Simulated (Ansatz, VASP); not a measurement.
**One calculation of CdS, two programs**

The input INCAR:

```
SYSTEM = CdS
  ALGO = Normal
  EDIFF = 1E-6
  ENCUT = 520
  GGA = PE
  ISIF = 2
  ISMEAR = -1
  LASPH = .TRUE.
  LCHARG = .FALSE.
  LREAL = .FALSE.
  LWAVE = .FALSE.
  NBANDS = 16
  NELM = 80
  PREC = Accurate
  SIGMA = 0.02
```

Contents of KPOINTS:

```
k-points
0
G
  8 8 8
  0 0 0
```

POSCAR

```
CdS
1.0
    0.0000000000      3.0538442205      3.0538442205
    3.0538442205      0.0000000000      3.0538442205
    3.0538442205      3.0538442205      0.0000000000
Cd S
1 1
Direct
    0.0000000000      0.0000000000      0.0000000000
    0.2500000000      0.2500000000      0.2500000000
```

Input for Ansatz:

```yaml
crystal:
  lattice:
    - [0.0, 3.0538442205, 3.0538442205]
    - [3.0538442205, 0.0, 3.0538442205]
    - [3.0538442205, 3.0538442205, 0.0]
  atoms:
    - { symbol: Cd, position: [0.0, 0.0, 0.0] }
    - { symbol: S, position: [0.25, 0.25, 0.25] }
kpoints:
  mp_grid: { grid: [8, 8, 8] }
  band_path:
    path:
      - [0.0, 0.0, 0.0]
      - [-0.5, -0.5, 0.0]
      - [-0.375, -0.375, 0.25]
      - [-0.375, 0.0, 0.375]
      - [0.0, 0.0, 0.5]
      - [-0.5, -0.25, 0.25]
    npoints: 1
hamiltonian:
  xc: pbe
scf:
  occupations: { method: fermi_dirac, width: 0.02 }
  n_extra_bands: 4
output:
  forces: true
  stress: true
  eigenvalues: true
```

Change from the starting cell: hydrostatic strain +3.9%.

Alike in both runs: task single point; functional PBE; k mesh 8 × 8 × 8; occupations fermi-dirac, width 0.02 eV; no spin polarisation.

```csv
,VASP,Ansatz
version,VASP 6.6.1,Ansatz 0.2.0
potentials or method,"VASP PAW PBE potentials, release 64 (Cd, S)","plane waves, PAW"
plane-wave cutoff (eV),520,420
valence electrons in the cell,18,26
```

|  | VASP | Ansatz | Ansatz less VASP |
| --- | --- | --- | --- |
| gap on the k mesh at the Fermi level (eV) | 0.84 | 0.84 | +0.001 |
| pressure (GPa) | -3.7 | -3.9 | -0.19 |

VASP's potentials hold 18 valence electrons a cell and Ansatz's 26, so a difference there can come from the potentials and not from the codes.
